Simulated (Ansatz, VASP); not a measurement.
# Sr2Y: VASP beside Ansatz

The input INCAR:

```
SYSTEM = Sr2Y
PREC = Accurate ; ENCUT = 600
EDIFF = 1E-6 ; ISMEAR = 0
SIGMA = 0.1 ; LREAL = .FALSE.
LASPH = .TRUE. ; NELM = 80
ALGO = Fast ; ISIF = 3
LWAVE = .FALSE. ; LCHARG = .FALSE.
GGA = PE ; IBRION = 2
NSW = 90 ; EDIFFG = -0.04
```

KPOINTS

```
regular mesh
0
G
  6 6 4
  0 0 0
```

Contents of POSCAR:

```
Sr2Y
1.0
    4.5166517375      0.0000000000      0.0000000000
   -2.2583258688      3.9115351448      0.0000000000
    0.0000000000      0.0000000000      4.8767834375
Sr Y
2 1
Direct
    0.3333333333      0.6666666667      0.5000000000
    0.6666666667      0.3333333333      0.5000000000
    0.0000000000      0.0000000000      0.0000000000
```

Input for Ansatz:

```yaml
crystal:
  lattice:
    - [4.5166517375, 0.0, 0.0]
    - [-2.2583258688, 3.9115351448, 0.0]
    - [0.0, 0.0, 4.8767834375]
  atoms:
    - { symbol: Sr, position: [0.3333333333, 0.6666666667, 0.5] }
    - { symbol: Sr, position: [0.6666666667, 0.3333333333, 0.5] }
    - { symbol: "Y", position: [0.0, 0.0, 0.0] }
basis:
  ecutwfc: 420
kpoints:
  mp_grid: { grid: [6, 6, 4] }
hamiltonian:
  xc: pbe
scf:
  occupations: { method: gaussian, width: 0.1 }
  lower_state_search: "off"
output:
  forces: true
  stress: true
  eigenvalues: true
relax:
  adjacent_minimum: "off"
  f_tol: 0.04
  max_steps: 70
  cell: { stress_tol: 0.4 }
```

Alike in both runs: task relaxation of cell and atoms; functional PBE; k mesh 6 × 6 × 4; occupations gaussian, width 0.1 eV; no spin polarisation.

|  | VASP | Ansatz |
| --- | --- | --- |
| version | VASP 6.6.1 | Ansatz 0.2.0 |
| potentials or method | VASP PAW PBE potentials, release 64 (Sr_sv, Y_sv), cutoff 600 eV | scalar-relativistic, plane waves, PAW |
| valence electrons in the cell | 31 | 31 |

|  | VASP | Ansatz | Ansatz less VASP |
| --- | --- | --- | --- |
| gap on the k mesh at the Fermi level, each at its own relaxed structure (eV) | none | none | - |
| relaxed volume (Å³/atom) | 43.42 | 43.39 | -0.036 |
| relaxed length of the cell vector where the two differ most in proportion (Å) | 3.716 | 3.746 | +0.0295 |

A gap of «none» marks a metal or a gap that the smearing closes.

Noted on VASP's run: the volume moved by over 15 % at a fixed basis, so the end points are rough.
